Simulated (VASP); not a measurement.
The system is SrCl2.

```
Sr Cl
1.0
     4.15604    0.00000    0.00000
    -2.07802    3.59923    0.00000
     0.00000    0.00000    5.27709
Sr Cl
1 2
Direct
  0.00000 0.00000 0.00000
  0.33333 0.66667 0.27652
  0.66667 0.33333 0.72348
```

This cell differs from its parent crystal: strain -5.7%.

Base run:

| Property | Result |
| --- | --- |
| Program | VASP 6.6.1 |
| Functional | PBE |
| Potentials or basis | VASP PAW PBE potentials, release 64 (Sr_sv, Cl) |
| Cutoff | 520 eV |
| k mesh | 6 × 6 × 6 |
| Occupations | fermi-dirac, width 0.02 eV |
| Spin | no spin polarisation |

Its results: band gap on the k mesh 4.91 eV (least direct gap 5.56 eV); pressure 7.0 GPa; largest force 0.030 eV/Å.

Q: The run is repeated on the same cell with these changes: functional from PBE to r2SCAN; occupations from fermi-dirac, width 0.02 eV to gaussian, width 0.01 eV. What comes out?

A: Band gap on the k mesh 5.39 eV (least direct gap 6.22 eV); pressure 6.5 GPa; largest force 0.016 eV/Å.

Caveats: the cell stands under pressure; the PAW data sets were made with another functional, which shifts forces and pressure a little (at least some runs).

A k mesh can miss the band edges.
